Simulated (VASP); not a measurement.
Input of a VASP 6.6.1 run:

Contents of POSCAR:

```
Zr3ZnN3
1.0
    3.1990358556      0.0000000000      0.0000000000
    0.0000000000      3.1990358556      0.0000000000
    0.0000000000      0.0000000000      8.9107042970
Zr Zn N
3 1 3
Direct
    0.0000000000      0.0000000000      0.5000000000
    0.5000000000      0.5000000000      0.7751545309
    0.5000000000      0.5000000000      0.2248454691
    0.0000000000      0.0000000000      0.0000000000
    0.0000000000      0.0000000000      0.7470881109
    0.0000000000      0.0000000000      0.2529118891
    0.5000000000      0.5000000000      0.5000000000
```

Contents of INCAR.step1:

```
ALGO     = Normal         # electronic algorithm
EDIFF    = 1E-4           # SCF threshold, eV
ENCUT    = 520            # plane-wave cutoff, eV
GGA      = PE             # functional
ISMEAR   = 0              # smearing method
LASPH    = True           # aspherical terms in the spheres
LCHARG   = False          # write CHGCAR
LREAL    = False          # projectors in reciprocal space
LWAVE    = True           # write WAVECAR
NBANDS   = 40             # bands
NELM     = 60             # most SCF steps
PREC     = Accurate       # precision mode
SIGMA    = 0.1            # smearing width, eV
```

File INCAR.step2:

```
ALGO     = Normal         # electronic algorithm
EDIFF    = 1E-6           # SCF threshold, eV
ENCUT    = 520            # plane-wave cutoff, eV
ISIF     = 2              # what is computed and relaxed
ISMEAR   = 0              # smearing method
ISTART   = 1            
LASPH    = True           # aspherical terms in the spheres
LCHARG   = False          # write CHGCAR
LMIXTAU  = True         
LREAL    = False          # projectors in reciprocal space
LWAVE    = False          # write WAVECAR
METAGGA  = R2SCAN         # meta-GGA
NBANDS   = 40             # bands
NELM     = 60             # most SCF steps
PREC     = Accurate       # precision mode
SIGMA    = 0.1            # smearing width, eV
```

Contents of KPOINTS:

```
k-points
0
Gamma
  10 10 4
```

Potentials or basis: VASP PAW PBE potentials, release 64 (Zr_sv, Zn, N).

Run with:

```sh
$ cat potpaw_PBE.64/Zr_sv/POTCAR potpaw_PBE.64/Zn/POTCAR potpaw_PBE.64/N/POTCAR > POTCAR
$ cp INCAR.step1 INCAR
$ mpirun -np 1 vasp_std > vasp.out
$ cp INCAR.step2 INCAR
$ mpirun -np 1 vasp_std > vasp.out
```

Q: What does it give for the largest force?

A: 0.291 eV/Å.

Q: Estimate the pressure.

A: -1.5 GPa.

Q: Predict the band gap on the k mesh.

A: Zero (an odd number of electrons rules out a gap without spin polarisation).

Stress tensor (GPa, compression positive):
```
-1.34  0.00  0.00
 0.00 -1.34  0.00
 0.00  0.00 -1.80
```

Caveat: the PAW data sets were made with another functional, which shifts forces and pressure a little; an odd number of electrons without spin polarisation forces a metal; a magnetic or distorted state may lie lower.
